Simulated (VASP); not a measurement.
Runs of VASP 6.6.1 on K2TiF6. The structure is that of space group P-3m1 (No. 164), or close to it. The cells are those of the table. 

```tsv
cell	gap on the mesh (eV)	pressure (GPa)	largest force (eV/Å)
a = 5.641, b = 5.641, c = 4.548 Å, angles 90.0, 90.0, 120.0°, 9 atoms	5.01	-1.5	0.15
a = 5.333, b = 5.333, c = 4.225 Å, angles 90.0, 90.0, 120.0°, 9 atoms	(c)	9.2	(b)
a = 5.387, b = 5.387, c = 4.281 Å, angles 90.0, 90.0, 120.0°, 9 atoms	5.02	6.4	0.15
a = 5.542, b = 5.542, c = 4.445 Å, angles 90.0, 90.0, 120.0°, 9 atoms	5.01	(a)	0.14
a = 5.440, b = 5.440, c = 4.337 Å, angles 90.0, 90.0, 120.0°, 9 atoms	5.02	4.1	0.15
a = 5.594, b = 5.594, c = 4.495 Å, angles 90.0, 90.0, 120.0°, 9 atoms	5.01	-0.5	0.15
a = 5.491, b = 5.491, c = 4.393 Å, angles 90.0, 90.0, 120.0°, 9 atoms	5.01	2.2	0.15
```

Alike in all rows: task single point; level LDA; potentials or basis VASP PAW LDA potentials, release 64 (K_sv, Ti_sv, F); no spin polarisation; k mesh 6 × 6 × 6; cutoff (eV) 520; smearing gaussian 0.02 eV.

Q: Fill in the values left out.

A: (a) 0.7; (b) 0.16; (c) 5.03.

A k mesh can miss the band edges.
